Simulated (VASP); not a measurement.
A run of VASP 6.6.1 is set up as follows.

INCAR

```
SYSTEM = Si
PREC = Accurate
ENCUT = 600
EDIFF = 1E-6
ISMEAR = -1
SIGMA = 0.05
LREAL = .False.
LASPH = .True.
NELM = 60
ALGO = Normal
ISIF = 3
LWAVE = .False.
LCHARG = .False.
GGA = PE
IBRION = 2
NSW = 60
EDIFFG = -0.005
```

The input KPOINTS:

```
regular mesh
0
Gamma
  17 17 17
  0 0 0
```

File POSCAR:

```
Si
1.0
   -1.5874010520      1.5874010520      1.5874010520
    1.5874010520     -1.5874010520      1.5874010520
    1.5874010520      1.5874010520     -1.5874010520
Si
1
Direct
    0.0000000000      0.0000000000      0.0000000000
```

Potentials or basis: VASP PAW PBE potentials, release 64 (Si).

The run is started by

```console
$ cat potpaw_PBE.64/Si/POTCAR > POTCAR
$ mpirun -np 1 vasp_std > vasp.out
```

(1) Predict the relaxed volume.

(2) Predict the band gap on the k mesh.

(3) Estimate the relaxed cell.

(4) Predict the space group after relaxing (to 0.1 Å).

Results:

(1) 14.63 Å³/atom.

(2) zero (bands 2 and 3 overlap by 15.40 eV).

(3) a = 2.669 Å, b = 2.669 Å, c = 2.669 Å, α = 109.47°, β = 109.47°, γ = 109.47°.

(4) Im-3m (No. 229).
